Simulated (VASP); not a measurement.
The system is ZrN.

```
CELL_PARAMETERS angstrom
0.00000 2.28423 2.28423
2.28423 0.00000 2.28423
2.28423 2.28423 0.00000
ATOMIC_POSITIONS crystal
Zr 0.50000 0.50000 0.50000
N 0.00000 0.00000 0.00000
```

Base run:

```yaml
Program: VASP 6.6.1
Functional: PBEsol
Dispersion: D3(BJ)
Potentials_or_basis: VASP PAW PBE potentials, release 64 (Zr_sv, N)
Cutoff: 600 eV
k_mesh: 8 × 8 × 8
Occupations: gaussian, width 0.05 eV
Spin: no spin polarisation
```

Its results: band gap on the k mesh zero (an odd number of electrons rules out a gap without spin polarisation); pressure -8.1 GPa.

**Question.** The run is repeated on the same cell with these changes: functional from PBEsol to RPBE; dispersion from D3(BJ) to none. What comes out?

**Answer.** Band gap on the k mesh zero (an odd number of electrons rules out a gap without spin polarisation); pressure 8.7 GPa.

Several settings changed at once.

Caveats: the PAW data sets were made with another functional, which shifts forces and pressure a little; the cell stands under tension (at least some runs); the cell stands under pressure (at least some runs).
